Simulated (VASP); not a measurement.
Runs of VASP 6.6.1 on Ag. The structure is that of space group P6_3/mmc (No. 194), or close to it. The cells are those of the table. This isn't the form of Ag at room conditions, which is fcc.

| level | potentials or basis | cell | gap on the mesh (eV) | pressure (GPa) |
| --- | --- | --- | --- | --- |
| LDA | VASP PAW LDA potentials, release 64 (Ag) | a = 2.886, b = 2.886, c = 10.000 Å, angles 90.0, 90.0, 120.0°, 4 atoms | none | -11.2 |
| r2SCAN | VASP PAW PBE potentials, release 64 (Ag) | a = 2.905, b = 2.905, c = 10.066 Å, angles 90.0, 90.0, 120.0°, 4 atoms | none | (a) |
| r2SCAN | VASP PAW PBE potentials, release 64 (Ag) | a = 2.943, b = 2.943, c = 10.196 Å, angles 90.0, 90.0, 120.0°, 4 atoms | none | -7.4 |
| r2SCAN | VASP PAW PBE potentials, release 64 (Ag) | a = 2.867, b = 2.867, c = 9.933 Å, angles 90.0, 90.0, 120.0°, 4 atoms | none | -1.6 |
| LDA | VASP PAW LDA potentials, release 64 (Ag) | a = 2.847, b = 2.847, c = 9.865 Å, angles 90.0, 90.0, 120.0°, 4 atoms | none | -8.1 |
| r2SCAN | VASP PAW PBE potentials, release 64 (Ag) | a = 2.886, b = 2.886, c = 10.000 Å, angles 90.0, 90.0, 120.0°, 4 atoms | none | (b) |
| LDA | VASP PAW LDA potentials, release 64 (Ag) | a = 2.943, b = 2.943, c = 10.196 Å, angles 90.0, 90.0, 120.0°, 4 atoms | none | (c) |
| r2SCAN | VASP PAW PBE potentials, release 64 (Ag) | a = 2.827, b = 2.827, c = 9.796 Å, angles 90.0, 90.0, 120.0°, 4 atoms | none | 2.8 |
| LDA | VASP PAW LDA potentials, release 64 (Ag) | a = 2.924, b = 2.924, c = 10.132 Å, angles 90.0, 90.0, 120.0°, 4 atoms | none | -13.5 |
| LDA | VASP PAW LDA potentials, release 64 (Ag) | a = 2.867, b = 2.867, c = 9.933 Å, angles 90.0, 90.0, 120.0°, 4 atoms | none | -9.8 |
| LDA | VASP PAW LDA potentials, release 64 (Ag) | a = 2.827, b = 2.827, c = 9.796 Å, angles 90.0, 90.0, 120.0°, 4 atoms | none | -6.1 |
| r2SCAN | VASP PAW PBE potentials, release 64 (Ag) | a = 2.924, b = 2.924, c = 10.132 Å, angles 90.0, 90.0, 120.0°, 4 atoms | none | -6.3 |

Alike in all rows: task single point; no spin polarisation; k mesh 11 × 11 × 3; cutoff (eV) 520; smearing fermi-dirac 0.05 eV.

Problem. Estimate the missing entries.

Solution. (a) -4.9; (b) -3.4; (c) -14.4.

Caveats: the cell stands under tension (at least some runs); the PAW data sets were made with another functional, which shifts forces and pressure a little (at least some runs).

A k mesh can miss the band edges, and the runs leave out spin-orbit coupling on Ag.

A gap of «none» marks levels without a gap at the run's occupations.
